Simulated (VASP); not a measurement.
Write the native input for VASP 6.6.1 that does the following.

```
Task                   : single point
Functional             : PBE
Dispersion             : D3(BJ)
Potentials or basis    : VASP PAW PBE potentials, release 64 (O, H, C)
Cutoff                 : 520 eV
k mesh                 : 1 × 1 × 1
Occupations            : fermi-dirac, width 0.02 eV
Spin                   : no spin polarisation
Dipole correction      : no
Further INCAR settings : LREAL = Auto; ALGO = Normal; EDIFF = 1e-06; NBANDS = 38
```

The structure of H12CO5 lies in POSCAR:

```
H12CO5
1.0
    5.5211310000      0.0000000000      0.0000000000
    0.0000000000      5.5211310000      0.0000000000
    0.0000000000      0.0000000000      5.5211310000
O H C
5 12 1
Direct
    0.3981792861      0.0393397657      0.6864535545
    0.5807867989      0.2383388476      1.2218873271
    0.1930039334      0.5655363004      0.3985596429
    0.9924053604      0.1269486270      0.3715905310
    0.0706739253     -0.1959743393      0.9667403291
    0.3216732224      0.0181484555      0.5237876080
    0.4968728328      0.1824626150      0.6393617540
    0.5212881201      0.1056667556      1.1006259406
    0.7358637207      0.1697840533      1.3015268067
    0.0993818114      0.6391625194      0.2518505719
    0.3450561126      0.5831776134      0.3233033232
    1.0978547692      0.2949939061      0.3887609260
    1.0794346303      0.0481604222      0.2318365567
   -0.3022569108     -0.2405123153      0.9194855185
    0.2256059492     -0.2252074801      0.8865212581
   -0.1838934812     -0.0471280250      0.7049280301
   -0.1540626368     -0.3165293488      0.6741553497
   -0.1373088231     -0.1939457694      0.8273123749
```

The input as run:

INCAR

```
SYSTEM = H12CO5
PREC = Accurate ; ENCUT = 520
EDIFF = 1E-6 ; ISMEAR = -1
SIGMA = 0.02 ; LREAL = Auto
LASPH = .TRUE. ; NELM = 80
ALGO = Normal ; ISIF = 2
LWAVE = .FALSE. ; LCHARG = .FALSE.
GGA = PE ; IVDW = 12
NBANDS = 38
```

KPOINTS

```
regular mesh
0
G
  1 1 1
  0 0 0
```

Potentials or basis: VASP PAW PBE potentials, release 64 (O, H, C).

Command:

```sh
$ cat potpaw_PBE.64/O/POTCAR potpaw_PBE.64/H/POTCAR potpaw_PBE.64/C/POTCAR > POTCAR
$ mpirun -np 1 vasp_gam > vasp.out
```

Results of the run:

* Pressure: -0.2 GPa
* Largest force: 3.092 eV/Å
* Band gap on the k mesh: 3.93 eV
* Dispersion energy per atom: -0.038 eV

Caveat: the k points lie up to 1.14 Å⁻¹ apart.

Run time: 22 s on 1 thread of AMD EPYC 7R13 Processor (Zen 3) (shared host), peak memory 0.2 GiB.
